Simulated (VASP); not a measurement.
# Mg: single point with LDA

The system is Mg.

```xyz
4
Lattice="3.1768 0.0000 0.0000 -1.5884 2.7512 0.0000 0.0000 0.0000 10.3189" Properties=species:S:1:pos:R:3 pbc="T T T"
Mg    1.5884    0.9171    7.7391
Mg    0.0000    0.0000    5.1594
Mg    0.0000    1.8341    2.5797
Mg    0.0000    0.0000    0.0000
```

- Program: VASP 6.6.1
- Task: single point
- Functional: LDA
- Potentials or basis: VASP PAW LDA potentials, release 64 (Mg)
- Cutoff: 520 eV
- k mesh: 6 × 6 × 2
- Occupations: fermi-dirac, width 0.05 eV
- Spin: no spin polarisation
- Dipole correction: no
- k mesh for the DOS: 9 × 9 × 3
- Occupations for the DOS: tetrahedron
- Further INCAR settings: ALGO = Normal; EDIFF = 1e-07; NBANDS = 12

```json
{
  "Valence electrons inside the program's atomic spheres": "Mg 0.36"
}
```

Levels at points of the mesh, in eV from the Fermi level:
```
           k point  band 1  band 2  band 3  band 4  band 5  band 6  band 7  band 8  band 9
(0.00, 0.00, 0.00)   -6.96   -5.56   -5.55   -1.64   -1.24    5.09    5.10   11.05   11.05
```

Wall time 18 s on 1 thread of Intel(R) Xeon(R) Platinum 8124M CPU @ 3.00GHz (Skylake/Cascade Lake) (shared host), peak memory 0.16 GiB.

Caveat: the k points lie up to 0.38 Å⁻¹ apart.
